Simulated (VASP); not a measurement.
Zn, 1 atom in the cell. The structure is cubic, space group Pm-3m (No. 221). Conventional cell: a = 2.666 Å, b = 2.666 Å, c = 2.666 Å, α = 90.00°, β = 90.00°, γ = 90.00°. Within 3.5 Å of Zn (site symmetry m-3m) lie 6 Zn at 2.67 Å. 

| Item | Value |
| --- | --- |
| Program | VASP 6.6.1 |
| Task | single point |
| Functional | PBE |
| Potentials or basis | VASP PAW PBE potentials, release 64 (Zn) |
| Cutoff | 520 eV |
| k mesh | 21 × 21 × 21 |
| Occupations | fermi-dirac, width 0.0612256 eV |
| Spin | no spin polarisation |
| Dipole correction | no |
| Further INCAR settings | ALGO = Normal; EDIFF = 1e-06; NBANDS = 12 |

Potentials or basis: VASP PAW PBE potentials, release 64 (Zn).

Launch:

```sh
$ cat potpaw_PBE.64/Zn/POTCAR > POTCAR
$ mpirun -np 1 vasp_std > vasp.out
```

Hardware: 1 thread of Intel(R) Xeon(R) Platinum 8375C CPU @ 2.90GHz (Ice Lake), with other jobs on the host.

Problem. How long does it take, and how much memory?

Solution. Wall time 27 s on 1 thread of Intel(R) Xeon(R) Platinum 8375C CPU @ 2.90GHz (Ice Lake), with other jobs on the host, peak memory 0.17 GiB. Counts: scf iterations 11, k points 286.
